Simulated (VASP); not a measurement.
Write the native input for VASP 6.6.1 that does the following.

```yaml
Task: relaxation of cell and atoms
Functional: PBEsol
Potentials_or_basis: VASP PAW PBE potentials, release 64 (In_d, Pd)
Cutoff: 600 eV
k_mesh: 8 × 8 × 8
Occupations: fermi-dirac, width 0.05 eV
Spin: no spin polarisation
Target_pressure: 10 GPa
Dipole_correction: no
Further_INCAR_settings: ALGO = Normal; EDIFF = 1e-06; IBRION = 2; EDIFFG = -0.01; NSW = 80; ISIF = 3
```

The structure of InPd lies in POSCAR:

```
InPd
1.0
    3.2718847800      0.0000000000      0.0000000000
    0.0000000000      3.2718847800      0.0000000000
    0.0000000000      0.0000000000      3.2718847800
In Pd
1 1
Direct
    0.0000000000      0.0000000000      0.0000000000
    0.5000000000      0.5000000000      0.5000000000
```

These files were run (other wordings do the same):

INCAR

```
SYSTEM = InPd
PREC = Accurate ; ENCUT = 600
EDIFF = 1E-6 ; ISMEAR = -1
SIGMA = 0.05 ; LREAL = .False.
LASPH = .True. ; NELM = 80
ALGO = Normal ; ISIF = 3
LWAVE = .False. ; LCHARG = .False.
GGA = PS ; IBRION = 2
NSW = 80 ; EDIFFG = -0.01
PSTRESS = 100.0
```

KPOINTS

```
regular mesh
0
Gamma
  8 8 8
  0 0 0
```

Potentials or basis: VASP PAW PBE potentials, release 64 (In_d, Pd).

Launch:

```console
$ cat potpaw_PBE.64/In_d/POTCAR potpaw_PBE.64/Pd/POTCAR > POTCAR
$ mpirun -np 1 vasp_std > vasp.out
```

Results of the run:

The relaxed volume is 16.12 Å³/atom. The relaxed cell is a = 3.183 Å, b = 3.183 Å, c = 3.183 Å, α = 90.00°, β = 90.00°, γ = 90.00°. The space group after relaxing (to 0.1 Å) is Pm-3m (No. 221), the energy change on relaxing (the run minimises the enthalpy) is +26.1 meV/atom and the ionic steps are 7. The pressure after relaxing is 10.0 GPa. The band gap on the k mesh is zero (an odd number of electrons rules out a gap without spin polarisation).

Caveat: the cell is relaxed towards a set pressure, so the run minimises the enthalpy, not the energy; the PAW data sets were made with another functional, which shifts forces and pressure a little; spin-orbit coupling is left out, which moves the levels of the heavy elements.

Wall time 2.3 min on 1 thread of Intel Xeon 8259CL (shared host), peak memory 0.18 GiB.
